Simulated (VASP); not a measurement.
# ZrTa2 (Pnnm) in VASP: single point with PBE

Aim: the single point of ZrTa2 with PBE.

Everything below comes from runs of VASP 6.6.1. Logs are shortened: lines on timing, memory, paths and dates and some standing lists are left out, and cuts for length are marked.

## (1) The cell of the first run

The structure is orthorhombic, space group Pnnm (No. 58). Conventional cell: a = 5.321 Å, b = 5.483 Å, c = 3.581 Å, α = 90.00°, β = 90.00°, γ = 90.00°. Within 3.0 Å of Zr (site symmetry 2/m) lie 6 Ta at 2.31 to 2.36 Å. Within 3.0 Å of Ta (site symmetry m) lie 3 Zr at 2.31 to 2.36 Å.

## (2) Single point, PBE

Input file INCAR:

```
PREC = Accurate
ENCUT = 520
EDIFF = 1E-6
ISMEAR = 0
SIGMA = 0.1
LREAL = F
LASPH = T
NELM = 80
ALGO = Fast
ISIF = 2
LWAVE = F
LCHARG = T
GGA = PE
LELF = T
LVHAR = T
NBANDS = 43
```

Input file KPOINTS:

```
Automatic mesh
0
Gamma
  4 4 6
```

Input file POSCAR:

```
ZrTa2
1.0
    5.3206966930      0.0000000000      0.0000000000
    0.0000000000      5.4827050859      0.0000000000
    0.0000000000      0.0000000000      3.5812381588
Zr Ta
2 4
Direct
    0.5000000000      0.5000000000      0.5000000000
    0.0000000000      0.0000000000      0.0000000000
    0.2250000000      0.8250000000      0.5000000000
    0.7250000000      0.6750000000      0.0000000000
    0.7750000000      0.1750000000      0.5000000000
    0.2750000000      0.3250000000      0.0000000000
```

Potentials or basis: VASP PAW PBE potentials, release 64 (Zr_sv, Ta_pv).

Launch:

```sh
$ cat potpaw_PBE.64/Zr_sv/POTCAR potpaw_PBE.64/Ta_pv/POTCAR > POTCAR
$ mpirun -np 1 vasp_std > vasp.out
```

OUTCAR:

```text
PREC = Accurate
   ENCUT = 520
   EDIFF = 1E-6
   ISMEAR = 0
   LREAL = F
   LASPH = T
   NELM = 80
   ISIF = 2
   GGA = PE

 ion  position               nearest neighbor table
   1  0.500  0.500  0.500-   3 2.31   5 2.31   4 2.36   6 2.36   4 2.36   6 2.36
   2  0.000  0.000  0.000-   4 2.31   6 2.31   5 2.36   3 2.36   3 2.36   5 2.36
   3  0.225  0.825  0.500-   1 2.31   2 2.36   2 2.36   5 3.07   6 3.29   6 3.29   6 3.29   6 3.29
                             4 3.31   4 3.31   4 3.31   4 3.31   5 3.50
   4  0.725  0.675  0.000-   2 2.31   1 2.36   1 2.36   6 3.07   5 3.29   5 3.29   5 3.29   5 3.29
                             3 3.31   3 3.31   3 3.31   3 3.31   6 3.50
   5  0.775  0.175  0.500-   1 2.31   2 2.36   2 2.36   3 3.07   4 3.29   4 3.29   4 3.29   4 3.29
                             6 3.31   6 3.31   6 3.31   6 3.31   3 3.50
   6  0.275  0.325  0.000-   2 2.31   1 2.36   1 2.36   4 3.07   3 3.29   3 3.29   3 3.29   3 3.29
                             5 3.31   5 3.31   5 3.31   5 3.31   4 3.50

  LATTYP: Found a simple orthorhombic cell.
 ALAT       =     3.5812381588
 B/A-ratio  =     1.4857142857
 C/A-ratio  =     1.5309523809

  Lattice vectors:

 A1 = (   0.0000000000,   0.0000000000,   3.5812381588)
 A2 = (   5.3206966930,   0.0000000000,   0.0000000000)
 A3 = (   0.0000000000,   5.4827050859,   0.0000000000)

Analysis of symmetry for initial positions (statically):
=====================================================================
 Subroutine PRICEL returns:
 Original cell was already a primitive cell.

 Routine SETGRP: Setting up the symmetry group for a
 simple orthorhombic supercell.

 Subroutine GETGRP returns: Found  8 space group operations
 (whereof  4 operations were pure point group operations)
 out of a pool of  8 trial point group operations.

The static configuration has the point symmetry C_2h.
 The point group associated with its full space group is D_2h.

Analysis of symmetry for dynamics (positions and initial velocities):
=====================================================================
 Subroutine PRICEL returns:
 Original cell was already a primitive cell.

 Routine SETGRP: Setting up the symmetry group for a
 simple orthorhombic supercell.

 Subroutine GETGRP returns: Found  8 space group operations
 (whereof  4 operations were pure point group operations)
 out of a pool of  8 trial point group operations.

The dynamic configuration has the point symmetry C_2h.
 The point group associated with its full space group is D_2h.

 Subroutine INISYM returns: Found  8 space group operations
 (whereof  4 operations are pure point group operations),
 and found     1 'primitive' translations

----------------------------------------------------------------------------------------

                                     Primitive cell

  volume of cell :     104.4712

  direct lattice vectors                    reciprocal lattice vectors
     5.320696693  0.000000000  0.000000000     0.187945312  0.000000000  0.000000000
     0.000000000  5.482705086  0.000000000     0.000000000  0.182391718  0.000000000
     0.000000000  0.000000000  3.581238159     0.000000000  0.000000000  0.279233035

  length of vectors
     5.320696693  5.482705086  3.581238159     0.187945312  0.182391718  0.279233035

  position of ions in fractional coordinates (direct lattice)
     0.500000000  0.500000000  0.500000000
     0.000000000  0.000000000  0.000000000
     0.225000000  0.825000000  0.500000000
     0.725000000  0.675000000  0.000000000
     0.775000000  0.175000000  0.500000000
     0.275000000  0.325000000  0.000000000

  ion indices of the primitive-cell ions
   primitive index   ion index
                 1           1
                 2           2
                 3           3
                 4           4
                 5           5
                 6           6

----------------------------------------------------------------------------------------

 KPOINTS: Automatic mesh

Automatic generation of k-mesh.
 Grid dimensions read from file:
 generate k-points for:    4    4    6

 Generating k-lattice:

  Cartesian coordinates                     Fractional coordinates (reciprocal lattice)
     0.046986328  0.000000000  0.000000000     0.250000000  0.000000000  0.000000000
     0.000000000  0.045597930  0.000000000     0.000000000  0.250000000  0.000000000
     0.000000000  0.000000000  0.046538839     0.000000000  0.000000000  0.166666667

  Length of vectors
     0.046986328  0.045597930  0.046538839

  Shift w.r.t. Gamma in fractional coordinates (k-lattice)
     0.000000000  0.000000000  0.000000000

 Subroutine IBZKPT returns following result:
 ===========================================

 Found     36 irreducible k-points:

 Following reciprocal coordinates:
            Coordinates               Weight
  0.000000  0.000000  0.000000      1.000000
  0.250000  0.000000  0.000000      2.000000
  0.500000  0.000000  0.000000      1.000000
  0.000000  0.250000  0.000000      2.000000
  0.250000  0.250000  0.000000      4.000000
  0.500000  0.250000  0.000000      2.000000
[... 16 lines left out ...]
  0.250000  0.250000  0.333333      8.000000
  0.500000  0.250000  0.333333      4.000000
 [... further k-points ...]
   k-points           NKPTS =     36   k-points in BZ     NKDIM =     36   number of bands    NBANDS=     43
   number of dos      NEDOS =    301   number of ions     NIONS =      6
   total plane-waves  NPLWV =  47040
   dimension x,y,z NGX =    40 NGY =   42 NGZ =   28
   dimension x,y,z NGXF=    80 NGYF=   84 NGZF=   56
   ions per type =               2   4
   NGX,Y,Z   is equivalent  to a cutoff of  12.50, 12.74, 13.00 a.u.
   NGXF,Y,Z  is equivalent  to a cutoff of  25.00, 25.47, 26.00 a.u.
 SYSTEM =  unknown system
   PREC   = accura    normal or accurate (medium, high low for compatibility)
   ISTART =      0    job   : 0-new  1-cont  2-samecut
   ICHARG =      2    charge: 1-file 2-atom 10-const
   ISPIN  =      1    spin polarized calculation?
   LNONCOLLINEAR =      F non collinear calculations
   LSORBIT =      F    spin-orbit coupling
   LASPH  =      T    aspherical Exc in radial PAW
   ENCUT  =  520.0 eV  38.22 Ry    6.18 a.u.   9.89 10.19  6.66*2*pi/ulx,y,z
   NELM   =     80;   NELMIN=  2; NELMDL= -5     # of ELM steps
   EDIFF  = 0.1E-05   stopping-criterion for ELM
   LREAL  =      F    real-space projection
   EDIFFG = 0.1E-04   stopping-criterion for IOM
   NSW    =      0    number of steps for IOM
   IBRION =     -1    ionic relax: 0-MD 1-quasi-New 2-CG
   NFREE  =      0    steps in history (QN), initial steepest desc. (CG)
   ISIF   =      2    stress and relaxation
   ISYM   =      2    0-nonsym 1-usesym 2-fastsym
   POTIM  = 0.5000    time-step for ionic-motion
   TEBEG  =    0.0;   TEEND  =   0.0 temperature during run
   PSTRESS=    0.0 pullay stress
   NELECT =      68.0000    total number of electrons
   NUPDOWN=      -1.0000    fix difference up-down
   EMIN   =  10.00;   EMAX   =-10.00  energy-range for DOS
   EFERMI =   0.00;   METHOD = LEGACY
   ISMEAR =     0;   SIGMA  =   0.10  broadening in eV -4-tet -1-fermi 0-gaus
   EFERMI_NEDOS =   21; number of points for ismear=-14 and -15
   IALGO  =     68    algorithm
   IMIX   =      4    mixing-type and parameters
     AMIX     =   0.40;   BMIX     =  1.00
     AMIX_MAG =   1.60;   BMIX_MAG =  1.00
  volume/ion in A,a.u.               =      17.41       117.50
  Fermi-wavevector in a.u.,A,eV,Ry     =   1.418771  2.681088 27.387315  2.012911
  Thomas-Fermi vector in A             =   2.539861
   LORBIT       =      0    0 simple, 1 ext, 2 COOP (PROOUT), +10 PAW based schemes
   GGA     = PE    functional components
   LHFCALC =     F    Hartree Fock is set to
   AEXX    =    0.0000 exact exchange contribution
   IVDW    =     0    specifies the selected vdW correction
   LEPSILON=     F    determine dielectric tensor
   LRPA    =     F    only Hartree local field effects (RPA)
 non-spin polarized calculation
 RMM-DIIS sequential band-by-band and
 Gauss-broadening in eV      SIGMA  =   0.10
  energy-cutoff  :      520.00
  volume of cell :      104.47
 maximum number of plane-waves:      2840
 NGX is ok and might be reduce to    40
   NGX = 19   NGY = 21   NGZ = 13

 number of electron      67.9999997 magnetization

 Free energy of the ion-electron system (eV)
  ---------------------------------------------------
  ext. energy  EPLUGINS =         0.00000000
  ---------------------------------------------------
  free energy    TOTEN  =       -46.13306906 eV

  energy without entropy =      -46.10988028  energy(sigma->0) =      -46.12147467

 E-fermi :   8.0268     XC(G=0): -12.4281

 val. band max:        8.0142174608   @ k =   0.2500   0.2500   0.5000
 cond. band min:       8.0503976144   @ k =   0.2500   0.5000   0.0000
 fundamental gap:      0.0361801536
 Fermi energy:         8.0268338198

 k-point     1 :       0.0000    0.0000    0.0000
  band No.  band energies     occupation
      1     -39.5002      2.00000
      2     -39.3347      2.00000
      3     -27.0051      2.00000
      4     -26.8963      2.00000
      5     -26.7840      2.00000
      6     -26.7014      2.00000
[... 35 lines left out ...]
     42      11.5507      0.00000
     43      11.6617      0.00000

 k-point     2 :       0.2500    0.0000    0.0000
  band No.  band energies     occupation
      1     -39.4763      2.00000
      2     -39.3593      2.00000
      3     -27.0017      2.00000
      4     -26.9230      2.00000
      5     -26.7477      2.00000
      6     -26.6596      2.00000
[... 35 lines left out ...]
     42      11.4156      0.00000
     43      11.6267      0.00000

 k-point     3 :       0.5000    0.0000    0.0000
  band No.  band energies     occupation
      1     -39.4182      2.00000
      2     -39.4182      2.00000
      3     -26.9731      2.00000
      4     -26.9731      2.00000
      5     -26.6544      2.00000
      6     -26.6544      2.00000
[... 919 lines left out ...]
      6     -26.6756      2.00000
[... 35 lines left out ...]
     42      11.1883      0.00000
     43      11.3605      0.00000

 k-point    24 :       0.5000    0.2500    0.3333
  band No.  band energies     occupation
      1     -39.4295      2.00000
      2     -39.4295      2.00000
      3     -27.1098      2.00000
      4     -27.1098      2.00000
      5     -26.7224      2.00000
      6     -26.7224      2.00000
[... 35 lines left out ...]
     42      10.7783      0.00000
     43      11.2284      0.00000

 [... further k-points ...]
[... 5 lines left out ...]
  --------------------------------------------------------------------------------------
  -------------------------------------------------------------------------------------
  Total       33.2191865     31.4953690     47.6676275      0.0000000      0.0000000      0.0000000
  in kB      509.4516613    483.0150819    731.0339176      0.0000000      0.0000000      0.0000000
  external PRESSURE =     574.5002203 kB  Pullay stress =       0.0000000 kB

 VOLUME and BASIS-vectors are now :
 -----------------------------------------------------------------------------
  energy-cutoff  :      520.00
  volume of cell :      104.47
      direct lattice vectors                 reciprocal lattice vectors
     5.320696693  0.000000000  0.000000000     0.187945312  0.000000000  0.000000000
     0.000000000  5.482705086  0.000000000     0.000000000  0.182391718  0.000000000
     0.000000000  0.000000000  3.581238159     0.000000000  0.000000000  0.279233035

 POSITION                                       TOTAL-FORCE (eV/Angst)
 -----------------------------------------------------------------------------------
      2.66035      2.74135      1.79062         0.000000     -0.000000      0.000000
      0.00000      0.00000      0.00000         0.000000     -0.000000      0.000000
      1.19716      4.52323      1.79062         1.642176      0.410344     -0.000000
      3.85751      3.70083      0.00000         1.642176     -0.410344     -0.000000
      4.12354      0.95947      1.79062        -1.642176     -0.410344      0.000000
      1.46319      1.78188      0.00000        -1.642176      0.410344      0.000000
 -----------------------------------------------------------------------------------
    total drift:                                0.000000     -0.000000     -0.000000

  FREE ENERGIE OF THE ION-ELECTRON SYSTEM (eV)
  ---------------------------------------------------
  free  energy   TOTEN  =       -46.1330690562 eV

  energy  without entropy=      -46.1098802797  energy(sigma->0) =      -46.12147467
```

It took 4.9 min on 1 thread of Intel Xeon Platinum 8259CL at 2.50GHz (Skylake/Cascade Lake), shared host; peak memory 0.29 GiB.

Results:

```
Free energy            : -46.1331 eV
Pressure               : 57.5 GPa
Largest force          : 1.693 eV/Å
Band gap on the k mesh : zero (band 34 reaches 8.65 eV, above the bottom of band 35 at 7.65 eV)
```

Forces on the atoms (eV/Å):
```
Zr   0.000  0.000  0.000
Zr   0.000  0.000  0.000
Ta   1.642  0.410  0.000
Ta   1.642 -0.410  0.000
Ta  -1.642 -0.410  0.000
Ta  -1.642  0.410  0.000
```

Caveat: spin-orbit coupling is left out, which moves the levels of the heavy elements; forces of over 1 eV/Å act on the atoms, so gaps and moduli don't describe the material at rest.
